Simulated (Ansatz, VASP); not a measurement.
**One calculation of Ta2Si2O, two programs**

```xyz
5
Lattice="4.1598 0.0000 0.0000 0.0000 4.1598 0.0000 0.0000 0.0000 32.3490" Properties=species:S:1:pos:R:3 pbc="T T T"
Ta    0.0000    2.0799    9.5000
Ta    2.0799    0.0000    9.5000
Si    0.0000    0.0000   11.1653
Si    0.0000    0.0000    7.8347
O     2.0799    2.0799    9.5000
```

Change from the starting cell: species swapped into a sheet of the Ti2Bi2O type.

Alike in both runs: functional PBE; k mesh 4 × 4 × 1; occupations gaussian, width 0.1 eV; no spin polarisation.

Ansatz relaxed the structure, and its values are those at the end. VASP's run is a single point on that final structure, the one shown.

|  | VASP | Ansatz |
| --- | --- | --- |
| version | VASP 6.6.1 | Ansatz 0.2.0 |
| potentials or method | VASP PAW PBE potentials, release 64 (Ta_pv, Si, O), cutoff 520 eV | scalar-relativistic, plane waves, PAW |
| valence electrons in the cell | 36 | 40 |

Ansatz gave:

* gap on the k mesh at the Fermi level (eV): none
* rms of the force components (eV/Å): 0.004

**Question.** What did VASP give for the same quantities?

**Answer.** gap on the k mesh at the Fermi level (eV): none; rms of the force components (eV/Å): 0.001.

A gap of «none» marks a metal or a gap that the smearing closes. The functional is the same, so the differences come from potentials, cutoffs and numerics. VASP's potentials hold 36 valence electrons a cell and Ansatz's 40, so a difference there can come from the potentials and not from the codes. Ansatz's warnings: slab cell height set.

The k mesh is coarse, so the values compare programs but aren't converged. Neither program's run includes spin-orbit coupling.
